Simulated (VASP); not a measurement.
The system is CdS.

```
Cd S
1.0
     0.00000    2.75324    2.75324
     2.75324    0.00000    2.75324
     2.75324    2.75324    0.00000
Cd S
1 1
Cartesian
  0.0000 0.0000 0.0000
  2.7532 2.7532 2.7532
```

| Quantity | Value |
| --- | --- |
| Program | VASP 6.6.1 |
| Task | relaxation of cell and atoms |
| Functional | BLYP |
| Potentials or basis | VASP PAW PBE potentials, release 64 (Cd, S) |
| Cutoff | 600 eV |
| k mesh | 8 × 8 × 8 |
| Occupations | fermi-dirac, width 0.05 eV |
| Spin | no spin polarisation |

At the start: pressure 4.5 GPa; volume 20.87 Å³/atom.

Where does the relaxation end?

Over 3 steps the energy falls by 18.1 meV/atom and the volume is 22.24 Å³/atom (+6.6 %); space group Fm-3m (No. 225, to 0.05 Å).

The path:
```
step  energy change (eV)  largest force (eV/Å)  pressure (GPa)  volume (Å³)
   1              0.0000                0.0000            4.50        41.74
   2             -0.0329                0.0000           -1.16        45.38
   3             -0.0362                0.0000            0.01        44.48
```

Final structure:
```
CELL_PARAMETERS angstrom
0.00000 2.81210 2.81210
2.81210 0.00000 2.81210
2.81210 2.81210 0.00000
ATOMIC_POSITIONS crystal
Cd 0.00000 0.00000 0.00000
S 0.50000 0.50000 0.50000
```

Caveat: the PAW data sets were made with another functional, which shifts forces and pressure a little.
